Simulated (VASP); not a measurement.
A run of VASP 6.6.1 is set up as follows.

INCAR

```
PREC = Accurate
ENCUT = 600
EDIFF = 1E-7
ISMEAR = -1
SIGMA = 0.03
LREAL = F
LASPH = T
NELM = 60
ALGO = Normal
ISIF = 3
LWAVE = F
LCHARG = F
GGA = PS
IBRION = 2
NSW = 100
EDIFFG = -0.01
```

KPOINTS

```
regular mesh
0
Gamma
  8 8 8
```

POSCAR

```
BiB
1.0
    3.0248142705      0.0000000000      0.0000000000
    0.0000000000      3.0248142705      0.0000000000
    0.0000000000      0.0000000000      3.0248142705
B Bi
1 1
Direct
    0.0000000000      0.0000000000      0.0000000000
    0.5000000000      0.5000000000      0.5000000000
```

Potentials or basis: VASP PAW PBE potentials, release 64 (B, Bi_d).

Run with:

```sh
$ cat potpaw_PBE.64/B/POTCAR potpaw_PBE.64/Bi_d/POTCAR > POTCAR
$ mpirun -np 1 vasp_std > vasp.out
```

Q: Predict the space group after relaxing (to 0.1 Å).

A: Pm-3m (No. 221).

Q: What does it give for the relaxed cell?

A: a = 3.326 Å, b = 3.326 Å, c = 3.326 Å, α = 90.00°, β = 90.00°, γ = 90.00°.

Q: Estimate the relaxed volume.

A: 18.39 Å³/atom.

Step by step:
```
step  energy change (eV)  largest force (eV/Å)  pressure (GPa)  volume (Å³)
   1              0.0000                0.0000           41.03        27.68
   2             -0.6187                0.0000           -9.92        44.43
   3             -0.8963                0.0000            0.16        36.70
   4             -0.8962                0.0000           -0.27        36.90
   5             -0.8963                0.0000            0.10        36.75
   6             -0.8963                0.0000           -0.02        36.78
```

Caveat: the volume moved by over 15 % at a fixed basis, so the end points are rough; the highest band is partly filled, so the run has too few bands; the PAW data sets were made with another functional, which shifts forces and pressure a little.
